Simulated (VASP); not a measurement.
# Ta3Ti (Fm-3m) in VASP: relaxation of cell and atoms with PBE

Aim: the relaxation of cell and atoms of Ta3Ti with PBE.

Everything below comes from runs of VASP 6.6.1. Logs are shortened: lines on timing, memory, paths and dates and some standing lists are left out, and cuts for length are marked.

### Step 1. The cell of the first run

It takes space group Fm-3m (No. 225, cubic). The conventional cell has a = 6.601 Å, b = 6.601 Å, c = 6.601 Å, α = 90.00°, β = 90.00°, γ = 90.00°. Within 3.8 Å of Ti (site symmetry m-3m) lie 14 Ta at 2.86 to 3.30 Å. Within 3.8 Å of Ta (site symmetry -43m) lie 4 Ti at 2.86 Å and 10 Ta at 2.86 to 3.30 Å. Within 3.8 Å of Ta (site symmetry m-3m) lie 8 Ta at 2.86 Å and 6 Ti at 3.30 Å.

The cell was generated, and may not be a known phase.

### Step 2. Relaxation of cell and atoms, PBE, collinear spin

Contents of INCAR:

```
SYSTEM = Ta3Ti
  ALGO = Normal
  EDIFF = 1E-7
  EDIFFG = -0.01
  ENCUT = 600
  GGA = PE
  IBRION = 2
  ISIF = 3
  ISMEAR = 0
  ISPIN = 2
  LASPH = .TRUE.
  LCHARG = .FALSE.
  LMAXMIX = 4
  LORBIT = 11
  LREAL = .FALSE.
  LUSENCCL = .FALSE.
  LWAVE = .FALSE.
  MAGMOM = 0.35 0.14 0.14 0
  NELM = 150
  NSW = 100
  PREC = Accurate
  SIGMA = 0.1
```

Contents of KPOINTS:

```
k-points
0
G
  12 12 12
  0 0 0
```

Contents of POSCAR:

```
Ta3Ti
1.0
    0.0000000000      3.3004961692      3.3004961692
    3.3004961692      0.0000000000      3.3004961692
    3.3004961692      3.3004961692      0.0000000000
Ti Ta
1 3
Direct
    0.0000000000      0.0000000000      0.0000000000
    0.2500000000      0.2500000000      0.2500000000
    0.7500000000      0.7500000000      0.7500000000
    0.5000000000      0.5000000000      0.5000000000
```

Potentials or basis: VASP PAW PBE potentials, release 64 (Ti_sv, Ta_pv).

Launch:

```sh
$ cat potpaw_PBE.64/Ti_sv/POTCAR potpaw_PBE.64/Ta_pv/POTCAR > POTCAR
$ mpirun -np 1 vasp_std > vasp.out
```

OUTCAR:

```text
SYSTEM = Ta3Ti
   EDIFF = 1E-7
   EDIFFG = -0.01
   ENCUT = 600
   GGA = PE
   IBRION = 2
   ISIF = 3
   ISMEAR = 0
   ISPIN = 2
   LASPH = .TRUE.
   LORBIT = 11
   LREAL = .FALSE.
   NELM = 150
   NSW = 100
   PREC = Accurate

 ion  position               nearest neighbor table
   1  0.000  0.000  0.000-   3 2.86   3 2.86   3 2.86   2 2.86   2 2.86   2 2.86   3 2.86   2 2.86

   2  0.250  0.250  0.250-   1 2.86   1 2.86   1 2.86   4 2.86   4 2.86   4 2.86   4 2.86   1 2.86
                             3 3.30   3 3.30   3 3.30   3 3.30   3 3.30   3 3.30
   3  0.750  0.750  0.750-   4 2.86   4 2.86   4 2.86   1 2.86   1 2.86   1 2.86   4 2.86   1 2.86
                             2 3.30   2 3.30   2 3.30   2 3.30   2 3.30   2 3.30
   4  0.500  0.500  0.500-   2 2.86   2 2.86   2 2.86   3 2.86   3 2.86   3 2.86   3 2.86   2 2.86

  LATTYP: Found a face centered cubic cell.
 ALAT       =     6.6009923384

  Lattice vectors:

 A1 = (   0.0000000000,   3.3004961692,   3.3004961692)
 A2 = (   3.3004961692,   0.0000000000,   3.3004961692)
 A3 = (   3.3004961692,   3.3004961692,   0.0000000000)

Analysis of symmetry for initial positions (statically):
=====================================================================
 Subroutine PRICEL returns:
 Original cell was already a primitive cell.

 Routine SETGRP: Setting up the symmetry group for a
 face centered cubic supercell.

 Subroutine GETGRP returns: Found 48 space group operations
 (whereof 48 operations were pure point group operations)
 out of a pool of 48 trial point group operations.

The static configuration has the point symmetry O_h .

Analysis of symmetry for dynamics (positions and initial velocities):
=====================================================================
 Subroutine PRICEL returns:
 Original cell was already a primitive cell.

 Routine SETGRP: Setting up the symmetry group for a
 face centered cubic supercell.

 Subroutine GETGRP returns: Found 48 space group operations
 (whereof 48 operations were pure point group operations)
 out of a pool of 48 trial point group operations.

The dynamic configuration has the point symmetry O_h .

Analysis of structural, dynamic, and magnetic symmetry:
=====================================================================
 Subroutine PRICEL returns:
 Original cell was already a primitive cell.

 Routine SETGRP: Setting up the symmetry group for a
 face centered cubic supercell.

 Subroutine GETGRP returns: Found 48 space group operations
 (whereof 48 operations were pure point group operations)
 out of a pool of 48 trial point group operations.

The overall configuration has the point symmetry O_h .

 Subroutine INISYM returns: Found 48 space group operations
 (whereof 48 operations are pure point group operations),
 and found     1 'primitive' translations

----------------------------------------------------------------------------------------

                                     Primitive cell

  volume of cell :      71.9064

  direct lattice vectors                    reciprocal lattice vectors
     0.000000000  3.300496169  3.300496169    -0.151492374  0.151492374  0.151492374
     3.300496169  0.000000000  3.300496169     0.151492374 -0.151492374  0.151492374
     3.300496169  3.300496169  0.000000000     0.151492374  0.151492374 -0.151492374

  length of vectors
     4.667606445  4.667606445  4.667606445     0.262392489  0.262392489  0.262392489

  position of ions in fractional coordinates (direct lattice)
     0.000000000  0.000000000  0.000000000
     0.250000000  0.250000000  0.250000000
     0.750000000  0.750000000  0.750000000
     0.500000000  0.500000000  0.500000000

  ion indices of the primitive-cell ions
   primitive index   ion index
                 1           1
                 2           2
                 3           3
                 4           4

----------------------------------------------------------------------------------------

 KPOINTS: k-points

Automatic generation of k-mesh.
 Grid dimensions read from file:
 generate k-points for:   12   12   12

 Generating k-lattice:

  Cartesian coordinates                     Fractional coordinates (reciprocal lattice)
    -0.012624364  0.012624364  0.012624364     0.083333333  0.000000000  0.000000000
     0.012624364 -0.012624364  0.012624364     0.000000000  0.083333333  0.000000000
     0.012624364  0.012624364 -0.012624364     0.000000000  0.000000000  0.083333333

  Length of vectors
     0.021866041  0.021866041  0.021866041

  Shift w.r.t. Gamma in fractional coordinates (k-lattice)
     0.000000000  0.000000000  0.000000000

 Subroutine IBZKPT returns following result:
 ===========================================

 Found     72 irreducible k-points:

 Following reciprocal coordinates:
            Coordinates               Weight
  0.000000  0.000000  0.000000      1.000000
  0.083333  0.000000  0.000000      8.000000
  0.166667  0.000000  0.000000      8.000000
  0.250000  0.000000  0.000000      8.000000
  0.333333  0.000000  0.000000      8.000000
  0.416667  0.000000  0.000000      8.000000
[... 16 lines left out ...]
  0.500000  0.166667  0.000000     24.000000
 -0.416667  0.166667  0.000000     24.000000
 [... further k-points ...]
   k-points           NKPTS =     72   k-points in BZ     NKDIM =     72   number of bands    NBANDS=     27
   number of dos      NEDOS =    301   number of ions     NIONS =      4
   total plane-waves  NPLWV =  64000
   dimension x,y,z NGX =    40 NGY =   40 NGZ =   40
   dimension x,y,z NGXF=    80 NGYF=   80 NGZF=   80
   ions per type =               1   3
   NGX,Y,Z   is equivalent  to a cutoff of  14.25, 14.25, 14.25 a.u.
   NGXF,Y,Z  is equivalent  to a cutoff of  28.49, 28.49, 28.49 a.u.
 SYSTEM =  Ta3Ti
   PREC   = accura    normal or accurate (medium, high low for compatibility)
   ISTART =      0    job   : 0-new  1-cont  2-samecut
   ICHARG =      2    charge: 1-file 2-atom 10-const
   ISPIN  =      2    spin polarized calculation?
   LNONCOLLINEAR =      F non collinear calculations
   LSORBIT =      F    spin-orbit coupling
   LASPH  =      T    aspherical Exc in radial PAW
   ENCUT  =  600.0 eV  44.10 Ry    6.64 a.u.   9.32  9.32  9.32*2*pi/ulx,y,z
   NELM   =    150;   NELMIN=  2; NELMDL= -5     # of ELM steps
   EDIFF  = 0.1E-06   stopping-criterion for ELM
   LREAL  =      F    real-space projection
   EDIFFG = -.1E-01   stopping-criterion for IOM
   NSW    =    100    number of steps for IOM
   IBRION =      2    ionic relax: 0-MD 1-quasi-New 2-CG
   NFREE  =      1    steps in history (QN), initial steepest desc. (CG)
   ISIF   =      3    stress and relaxation
   ISYM   =      2    0-nonsym 1-usesym 2-fastsym
   POTIM  = 0.5000    time-step for ionic-motion
   TEBEG  =    0.0;   TEEND  =   0.0 temperature during run
   PSTRESS=    0.0 pullay stress
   NELECT =      45.0000    total number of electrons
   NUPDOWN=      -1.0000    fix difference up-down
   EMIN   =  10.00;   EMAX   =-10.00  energy-range for DOS
   EFERMI =   0.00;   METHOD = LEGACY
   ISMEAR =     0;   SIGMA  =   0.10  broadening in eV -4-tet -1-fermi 0-gaus
   EFERMI_NEDOS =   21; number of points for ismear=-14 and -15
   IALGO  =     38    algorithm
   IMIX   =      4    mixing-type and parameters
     AMIX     =   0.40;   BMIX     =  1.00
     AMIX_MAG =   1.60;   BMIX_MAG =  1.00
  volume/ion in A,a.u.               =      17.98       121.31
  Fermi-wavevector in a.u.,A,eV,Ry     =   1.400306  2.646196 26.679097  1.960858
  Thomas-Fermi vector in A             =   2.523280
   LORBIT       =     11    0 simple, 1 ext, 2 COOP (PROOUT), +10 PAW based schemes
   GGA     = PE    functional components
   LHFCALC =     F    Hartree Fock is set to
   AEXX    =    0.0000 exact exchange contribution
   IVDW    =     0    specifies the selected vdW correction
   LEPSILON=     F    determine dielectric tensor
   LRPA    =     F    only Hartree local field effects (RPA)
 conjugate gradient relaxation of ions
 spin polarized calculation
 Gauss-broadening in eV      SIGMA  =   0.10
  energy-cutoff  :      600.00
  volume of cell :       71.91
 maximum number of plane-waves:      2424
 NGX is ok and might be reduce to    40
   NGX = 19   NGY = 19   NGZ = 19

 number of electron      44.9999996 magnetization       0.0008625

 Free energy of the ion-electron system (eV)
  ---------------------------------------------------
  ext. energy  EPLUGINS =         0.00000000
  ---------------------------------------------------
  free energy    TOTEN  =       -43.09957534 eV

  energy without entropy =      -43.05933512  energy(sigma->0) =      -43.07945523

 E-fermi :   6.0706     XC(G=0): -12.3195

 val. band max:        6.0664498266   @ k =   0.5000   0.2500   0.0833
 cond. band min:       6.0760912023   @ k =  -0.4167   0.3333   0.1667
 fundamental gap:      0.0096413756
 Fermi energy:         6.0705658662

 spin component 1

 k-point     1 :       0.0000    0.0000    0.0000
  band No.  band energies     occupation
      1     -50.2298      1.00000
      2     -27.8152      1.00000
      3     -27.8152      1.00000
      4     -27.8152      1.00000
      5     -27.7519      1.00000
      6     -27.7519      1.00000
[... 19 lines left out ...]
     26       9.2218      0.00000
     27       9.2218      0.00000
[... 667 lines left out ...]
      5     -27.7314      1.00000
      6     -27.6656      1.00000
[... 19 lines left out ...]
     26       8.6291      0.00000
     27       8.9864      0.00000

 [... further k-points ...]

 spin component 2

 k-point     1 :       0.0000    0.0000    0.0000
  band No.  band energies     occupation
      1     -50.2294      1.00000
      2     -27.8152      1.00000
      3     -27.8152      1.00000
      4     -27.8152      1.00000
      5     -27.7519      1.00000
      6     -27.7519      1.00000
[... 19 lines left out ...]
     26       9.2220      0.00000
     27       9.2220      0.00000
[... 667 lines left out ...]
      5     -27.7313      1.00000
      6     -27.6655      1.00000
[... 19 lines left out ...]
     26       8.6293      0.00000
     27       8.9687      0.00000

 [... further k-points ...]
[... 5 lines left out ...]
  --------------------------------------------------------------------------------------
  -------------------------------------------------------------------------------------
  Total       -0.0102528     -0.0102528     -0.0102528     -0.0000000      0.0000000     -0.0000000
  in kB       -0.2284470     -0.2284470     -0.2284470     -0.0000000      0.0000000     -0.0000000
  external PRESSURE =      -0.2284470 kB  Pullay stress =       0.0000000 kB

 VOLUME and BASIS-vectors are now :
 -----------------------------------------------------------------------------
  energy-cutoff  :      600.00
  volume of cell :       71.91
      direct lattice vectors                 reciprocal lattice vectors
     0.000000000  3.300496169  3.300496169    -0.151492374  0.151492374  0.151492374
     3.300496169  0.000000000  3.300496169     0.151492374 -0.151492374  0.151492374
     3.300496169  3.300496169  0.000000000     0.151492374  0.151492374 -0.151492374

 POSITION                                       TOTAL-FORCE (eV/Angst)
 -----------------------------------------------------------------------------------
      0.00000      0.00000      0.00000        -0.000000     -0.000000     -0.000000
      1.65025      1.65025      1.65025         0.000000      0.000000      0.000000
      4.95074      4.95074      4.95074        -0.000000     -0.000000     -0.000000
      3.30050      3.30050      3.30050        -0.000000     -0.000000     -0.000000
 -----------------------------------------------------------------------------------
    total drift:                               -0.000000      0.000000      0.000000

  FREE ENERGIE OF THE ION-ELECTRON SYSTEM (eV)
  ---------------------------------------------------
  free  energy   TOTEN  =       -43.0995753413 eV

  energy  without entropy=      -43.0593351228  energy(sigma->0) =      -43.07945523

 reached required accuracy - stopping structural energy minimisation

 total charge

# of ion       s       p       d       tot
------------------------------------------
    1        2.228   6.148   1.921  10.297
    2        0.374   6.152   2.348   8.873
    3        0.374   6.152   2.348   8.873
    4        0.379   6.158   2.415   8.951
--------------------------------------------------
tot          3.354  24.610   9.031  36.995

 magnetization (x)

# of ion       s       p       d       tot
------------------------------------------
    1        0.000   0.000   0.000   0.000
    2        0.000   0.000   0.000   0.000
    3        0.000   0.000   0.000   0.000
    4       -0.000   0.000  -0.000  -0.000
--------------------------------------------------
tot          0.000   0.000   0.000   0.001
```

Run time: 10 min. Hardware: 1 × NVIDIA H100 80GB with 1 thread of AMD EPYC 7R13 (Zen 3), shared host; peak memory 1.5 GiB.

Results:

```yaml
Free_energy: -43.0996 eV
Pressure_after_relaxing: 0.0 GPa
Net_moment: 0.00 μB per cell
Valence_electrons_inside_the_program's_atomic_spheres: Ti 10.30; Ta 8.87, 8.95 (each value once)
```

Final structure:
```yaml
crystal:
  lattice:
    - [0.00000, 3.30050, 3.30050]
    - [3.30050, 0.00000, 3.30050]
    - [3.30050, 3.30050, 0.00000]
  atoms:
    - { symbol: Ti, position: [0.00000, 0.00000, 0.00000] }
    - { symbol: Ta, position: [0.25000, 0.25000, 0.25000] }
    - { symbol: Ta, position: [0.75000, 0.75000, 0.75000] }
    - { symbol: Ta, position: [0.50000, 0.50000, 0.50000] }
```

Caveat: the relaxation stopped at its first step, so nothing moved; spin-orbit coupling is left out, which moves the levels of the heavy elements.
